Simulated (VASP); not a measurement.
# Re (Fd-3m) in VASP: a series of runs, part 2 of 3

VASP 6.6.1. Earlier steps stand in the parts before.

**3. Relaxation of cell and atoms, r2SCAN**

This run uses another cell than the first one, of 22.11 Å³/atom, 0.990 times its volume.

The input, POSCAR:

```
Re
1.0
    0.0000000000      2.8067819073      2.8067819073
    2.8067819073      0.0000000000      2.8067819073
    2.8067819073      2.8067819073      0.0000000000
Re
2
Direct
    1.0000000000      1.0000000000      1.0000000000
    0.2500000000      0.2500000000      0.2500000000
```

The input, INCAR.step1:

```
PREC = Accurate ; ENCUT = 600
ISMEAR = 1 ; SIGMA = 0.05
LREAL = F ; LASPH = T
NELM = 60 ; GGA = PE
ALGO = Normal ; EDIFF = 1E-4
LWAVE = T ; LCHARG = F
```

The input, INCAR.step2:

```
PREC = Accurate ; ENCUT = 600
EDIFF = 1E-6 ; ISMEAR = 1
SIGMA = 0.05 ; LREAL = F
LASPH = T ; NELM = 60
ALGO = Normal ; ISIF = 3
LWAVE = F ; LCHARG = F
METAGGA = R2SCAN ; LMIXTAU = T
IBRION = 2 ; NSW = 80
EDIFFG = -0.01 ; ISTART = 1
```

The input, KPOINTS:

```
Automatic mesh
0
Gamma
  8 8 8
```

Potentials or basis: VASP PAW PBE potentials, release 64 (Re).

Run with:

```sh
> cat potpaw_PBE.64/Re/POTCAR > POTCAR
> cp INCAR.step1 INCAR
> mpirun -np 1 vasp_std > vasp.out
> cp INCAR.step2 INCAR
> mpirun -np 1 vasp_std > vasp.out
```

OUTCAR:

```text
PREC = Accurate
   ENCUT = 600
   EDIFF = 1E-6
   ISMEAR = 1
   LREAL = F
   LASPH = T
   NELM = 60
   ISIF = 3
   METAGGA = R2SCAN
   IBRION = 2
   NSW = 80
   EDIFFG = -0.01
   ISTART = 1

 ion  position               nearest neighbor table
   1  0.000  0.000  0.000-   2 2.43   2 2.43   2 2.43   2 2.43
   2  0.250  0.250  0.250-   1 2.43   1 2.43   1 2.43   1 2.43

  LATTYP: Found a face centered cubic cell.
 ALAT       =     5.6135638146

  Lattice vectors:

 A1 = (   0.0000000000,   2.8067819073,   2.8067819073)
 A2 = (   2.8067819073,   0.0000000000,   2.8067819073)
 A3 = (   2.8067819073,   2.8067819073,   0.0000000000)

Analysis of symmetry for initial positions (statically):
=====================================================================
 Subroutine PRICEL returns:
 Original cell was already a primitive cell.

 Routine SETGRP: Setting up the symmetry group for a
 face centered cubic supercell.

 Subroutine GETGRP returns: Found 48 space group operations
 (whereof 24 operations were pure point group operations)
 out of a pool of 48 trial point group operations.

The static configuration has the point symmetry T_d .
 The point group associated with its full space group is O_h .

Analysis of symmetry for dynamics (positions and initial velocities):
=====================================================================
 Subroutine PRICEL returns:
 Original cell was already a primitive cell.

 Routine SETGRP: Setting up the symmetry group for a
 face centered cubic supercell.

 Subroutine GETGRP returns: Found 48 space group operations
 (whereof 24 operations were pure point group operations)
 out of a pool of 48 trial point group operations.

The dynamic configuration has the point symmetry T_d .
 The point group associated with its full space group is O_h .

 Subroutine INISYM returns: Found 48 space group operations
 (whereof 24 operations are pure point group operations),
 and found     1 'primitive' translations

----------------------------------------------------------------------------------------

                                     Primitive cell

  volume of cell :      44.2238

  direct lattice vectors                    reciprocal lattice vectors
     0.000000000  2.806781907  2.806781907    -0.178139954  0.178139954  0.178139954
     2.806781907  0.000000000  2.806781907     0.178139954 -0.178139954  0.178139954
     2.806781907  2.806781907  0.000000000     0.178139954  0.178139954 -0.178139954

  length of vectors
     3.969389040  3.969389040  3.969389040     0.308547451  0.308547451  0.308547451

  position of ions in fractional coordinates (direct lattice)
     0.000000000  0.000000000  0.000000000
     0.250000000  0.250000000  0.250000000

  ion indices of the primitive-cell ions
   primitive index   ion index
                 1           1
                 2           2

----------------------------------------------------------------------------------------

 KPOINTS: Automatic mesh

Automatic generation of k-mesh.
 Grid dimensions read from file:
 generate k-points for:    8    8    8

 Generating k-lattice:

  Cartesian coordinates                     Fractional coordinates (reciprocal lattice)
    -0.022267494  0.022267494  0.022267494     0.125000000  0.000000000  0.000000000
[... 44 lines left out ...]
   dimension x,y,z NGX =    32 NGY =   32 NGZ =   32
   dimension x,y,z NGXF=    64 NGYF=   64 NGZF=   64
   ions per type =               2
   NGX,Y,Z   is equivalent  to a cutoff of  13.40, 13.40, 13.40 a.u.
   NGXF,Y,Z  is equivalent  to a cutoff of  26.80, 26.80, 26.80 a.u.
 SYSTEM =  unknown system
   PREC   = accura    normal or accurate (medium, high low for compatibility)
   ISTART =      1    job   : 0-new  1-cont  2-samecut
   ICHARG =      0    charge: 1-file 2-atom 10-const
   ISPIN  =      1    spin polarized calculation?
   LNONCOLLINEAR =      F non collinear calculations
   LSORBIT =      F    spin-orbit coupling
   LASPH  =      T    aspherical Exc in radial PAW
   ENCUT  =  600.0 eV  44.10 Ry    6.64 a.u.   7.93  7.93  7.93*2*pi/ulx,y,z
   NELM   =     60;   NELMIN=  2; NELMDL=  0     # of ELM steps
   EDIFF  = 0.1E-05   stopping-criterion for ELM
   LREAL  =      F    real-space projection
   EDIFFG = -.1E-01   stopping-criterion for IOM
   NSW    =     80    number of steps for IOM
   IBRION =      2    ionic relax: 0-MD 1-quasi-New 2-CG
   NFREE  =      1    steps in history (QN), initial steepest desc. (CG)
   ISIF   =      3    stress and relaxation
   ISYM   =      2    0-nonsym 1-usesym 2-fastsym
   POTIM  = 0.5000    time-step for ionic-motion
   TEBEG  =    0.0;   TEEND  =   0.0 temperature during run
   PSTRESS=    0.0 pullay stress
   NELECT =      14.0000    total number of electrons
   NUPDOWN=      -1.0000    fix difference up-down
   EMIN   =  10.00;   EMAX   =-10.00  energy-range for DOS
   EFERMI =   0.00;   METHOD = LEGACY
   ISMEAR =     1;   SIGMA  =   0.05  broadening in eV -4-tet -1-fermi 0-gaus
   EFERMI_NEDOS =   21; number of points for ismear=-14 and -15
   IALGO  =     38    algorithm
   IMIX   =      4    mixing-type and parameters
     AMIX     =   0.40;   BMIX     =  1.00
     AMIX_MAG =   1.60;   BMIX_MAG =  1.00
  volume/ion in A,a.u.               =      22.11       149.22
  Fermi-wavevector in a.u.,A,eV,Ry     =   1.115746  2.108455 16.937758  1.244890
  Thomas-Fermi vector in A             =   2.252354
   LORBIT       =      0    0 simple, 1 ext, 2 COOP (PROOUT), +10 PAW based schemes
   METAGGA = R2SCAN    functional components
   LHFCALC =     F    Hartree Fock is set to
   AEXX    =    0.0000 exact exchange contribution
   IVDW    =     0    specifies the selected vdW correction
   LEPSILON=     F    determine dielectric tensor
   LRPA    =     F    only Hartree local field effects (RPA)
 conjugate gradient relaxation of ions
 non-spin polarized calculation
 Methfessel and Paxton  Order N= 1 SIGMA  =   0.05
  energy-cutoff  :      600.00
  volume of cell :       44.22
 maximum number of plane-waves:      1490
   NGX = 15   NGY = 15   NGZ = 15

--------------------------------------- Ionic step        1  -------------------------------------------

 number of electron      14.0000001 magnetization

 Free energy of the ion-electron system (eV)
  ---------------------------------------------------
  ext. energy  EPLUGINS =         0.00000000
  ---------------------------------------------------
  free energy    TOTEN  =      -101.78580882 eV

  energy without entropy =     -101.78589025  energy(sigma->0) =     -101.78583596

------------------------ aborting loop because EDIFF is reached ----------------------------------------

  FORCE on cell =-STRESS in cart. coord.  units (eV):
  Direction    XX          YY          ZZ          XY          YZ          ZX
  --------------------------------------------------------------------------------------
  -------------------------------------------------------------------------------------
  Total       -0.5302999     -0.5302999     -0.5302999      0.0000000      0.0000000     -0.0000000
  in kB      -19.2121562    -19.2121562    -19.2121562      0.0000000      0.0000000     -0.0000000
  external PRESSURE =     -19.2121562 kB  Pullay stress =       0.0000000 kB
[... 23 lines left out ...]
--------------------------------------- Ionic step        2  -------------------------------------------

 number of electron      13.9999999 magnetization

 E-fermi :   3.7951     XC(G=0): -12.0764

 val. band max:        3.7901591318   @ k =   0.5000   0.5000   0.0000
 cond. band min:       4.0016656198   @ k =  -0.3750   0.2500   0.0000
 fundamental gap:      0.2115064880
 Fermi energy:         3.7951491704

 k-point     1 :       0.0000    0.0000    0.0000
  band No.  band energies     occupation
      1      -3.5638      2.00000
      2       0.4213      2.00000
      3       0.4213      2.00000
      4       1.2329      2.00000
      5       1.2329      2.00000
      6       1.2329      2.00000
      7       4.5271     -0.00000
      8       4.5271     -0.00000
      9       4.5271     -0.00000
     10       8.4648      0.00000
     11       8.4648      0.00000
[... 357 lines left out ...]
--------------------------------------- Ionic step        3  -------------------------------------------

 number of electron      14.0000000 magnetization

 Free energy of the ion-electron system (eV)
  ---------------------------------------------------
  ext. energy  EPLUGINS =         0.00000000
  ---------------------------------------------------
  free energy    TOTEN  =      -101.78858651 eV

  energy without entropy =     -101.78842098  energy(sigma->0) =     -101.78853133

 E-fermi :   3.5381     XC(G=0): -11.9226

 val. band max:        3.4999526803   @ k =  -0.2500   0.2500   0.0000
 cond. band min:       3.5426242805   @ k =  -0.2500   0.2500   0.0000
 fundamental gap:      0.0426716001
 Fermi energy:         3.5381233605

 k-point     1 :       0.0000    0.0000    0.0000
  band No.  band energies     occupation
      1      -3.6772      2.00000
      2       0.3041      2.00000
      3       0.3041      2.00000
      4       1.0360      2.00000
      5       1.0360      2.00000
      6       1.0360      2.00000
      7       4.2501     -0.00000
      8       4.2501     -0.00000
      9       4.2501     -0.00000
     10       8.0284      0.00000
     11       8.0284      0.00000
[... 351 lines left out ...]
  FREE ENERGIE OF THE ION-ELECTRON SYSTEM (eV)
  ---------------------------------------------------
  free  energy   TOTEN  =      -101.7885865056 eV

  energy  without entropy=     -101.7884209756  energy(sigma->0) =     -101.78853133

 reached required accuracy - stopping structural energy minimisation
```

Run time: 74 s. Hardware: 1 thread of Intel Xeon 6975P-C (Granite Rapids), shared host; peak memory 0.19 GiB.

Results:

- Free energy: -101.7886 eV
- Relaxed volume: 21.88 Å³/atom
- Relaxed cell: a = 3.956 Å, b = 3.956 Å, c = 3.956 Å, α = 60.00°, β = 60.00°, γ = 60.00°
- Space group after relaxing (to 0.05 Å): Fd-3m (No. 227)
- Energy gained by relaxing: 1.4 meV/atom
- Ionic steps: 3
- Pressure after relaxing: 0.0 GPa
- Band gap on the k mesh: zero (band 7 reaches 4.25 eV, above the bottom of band 8 at 2.68 eV)

Step by step:
```tsv
step	energy change (eV)	largest force (eV/Å)	pressure (GPa)	volume (Å³)
1	0.0000	0.0000	-1.92	44.22
2	0.0178	0.0000	5.57	42.55
3	-0.0028	0.0000	0.01	43.77
```

Final structure:
```cif
data_structure
_symmetry_space_group_name_H-M 'P 1'
_symmetry_Int_Tables_number 1
_cell_length_a 3.9557
_cell_length_b 3.9557
_cell_length_c 3.9557
_cell_angle_alpha 60.000
_cell_angle_beta 60.000
_cell_angle_gamma 60.000
_cell_volume 43.77
loop_
_atom_site_label
_atom_site_type_symbol
_atom_site_fract_x
_atom_site_fract_y
_atom_site_fract_z
_atom_site_occupancy
Re1 Re 0.00000 0.00000 0.00000 1
Re2 Re 0.25000 0.25000 0.25000 1
```

Levels at points of the mesh, in eV from the Fermi level:
| k point | band 4 | band 5 | band 6 | band 7 | band 8 | band 9 | band 10 | band 11 |
| --- | --- | --- | --- | --- | --- | --- | --- | --- |
| (0.00, 0.00, 0.00) | -2.50 | -2.50 | -2.50 | 0.71 | 0.71 | 0.71 | 4.49 | 4.49 |
| (0.50, 0.00, 0.00) | -2.90 | -2.72 | -2.72 | -0.92 | 1.85 | 1.85 | 3.54 | 3.54 |
| (0.50, 0.50, 0.00) | -2.65 | -2.03 | -2.03 | 0.02 | 0.02 | 3.94 | 3.94 | 4.90 |

Caveat: the PAW data sets were made with another functional, which shifts forces and pressure a little; spin-orbit coupling is left out, which moves the levels of the heavy elements.

**4. Single point, r2SCAN**

This run uses another cell than the first one, of 21.89 Å³/atom, 0.980 times its volume.

The input, POSCAR:

```
Re
1.0
    0.0000000000      2.7973946067      2.7973946067
    2.7973946067      0.0000000000      2.7973946067
    2.7973946067      2.7973946067      0.0000000000
Re
2
Direct
    1.0000000000      1.0000000000      1.0000000000
    0.2500000000      0.2500000000      0.2500000000
```

The input, INCAR.step1:

```
SYSTEM = Re
  ALGO = Normal
  EDIFF = 1E-4
  ENCUT = 520
  GGA = PE
  ISMEAR = 1
  LASPH = .True.
  LCHARG = .False.
  LREAL = .False.
  LWAVE = .True.
  NBANDS = 14
  NELM = 100
  PREC = Accurate
  SIGMA = 0.05
```

The input, INCAR.step2:

```
SYSTEM = Re
  ALGO = Normal
  EDIFF = 1E-6
  ENCUT = 520
  ISIF = 2
  ISMEAR = 1
  ISTART = 1
  LASPH = .True.
  LCHARG = .True.
  LELF = .True.
  LMIXTAU = .True.
  LREAL = .False.
  LVHAR = .True.
  LWAVE = .False.
  METAGGA = R2SCAN
  NBANDS = 14
  NELM = 100
  PREC = Accurate
  SIGMA = 0.05
```

The input, KPOINTS:

```
k-points
0
Gamma
  8 8 8
  0 0 0
```

Run with:

```sh
> cat potpaw_PBE.64/Re/POTCAR > POTCAR
> cp INCAR.step1 INCAR
> mpirun -np 1 vasp_std > vasp.out
> cp INCAR.step2 INCAR
> mpirun -np 1 vasp_std > vasp.out
```

It took 75 s on 1 thread of Intel Xeon Platinum 8259CL at 2.50GHz (Skylake/Cascade Lake), shared host; peak memory 0.17 GiB.

It converged, with:

- Free energy: -101.7885 eV
- Pressure: -0.1 GPa
- Band gap on the k mesh: zero (band 7 reaches 4.25 eV, above the bottom of band 8 at 2.67 eV)

Levels at points of the mesh, in eV from the Fermi level:
```
           k point  band 3  band 4  band 5  band 6  band 7  band 8  band 9  band 10  band 11  band 12
(0.00, 0.00, 0.00)   -3.23   -2.50   -2.50   -2.50    0.71    0.71    0.71     4.49     4.49    12.18
(0.50, 0.00, 0.00)   -2.90   -2.90   -2.72   -2.72   -0.92    1.85    1.85     3.54     3.54     4.41
(0.50, 0.50, 0.00)   -2.65   -2.65   -2.03   -2.03    0.02    0.02    3.94     3.94     4.90     4.90
```

Caveat: the PAW data sets were made with another functional, which shifts forces and pressure a little; spin-orbit coupling is left out, which moves the levels of the heavy elements.

(Continued in part 3 of 3.)
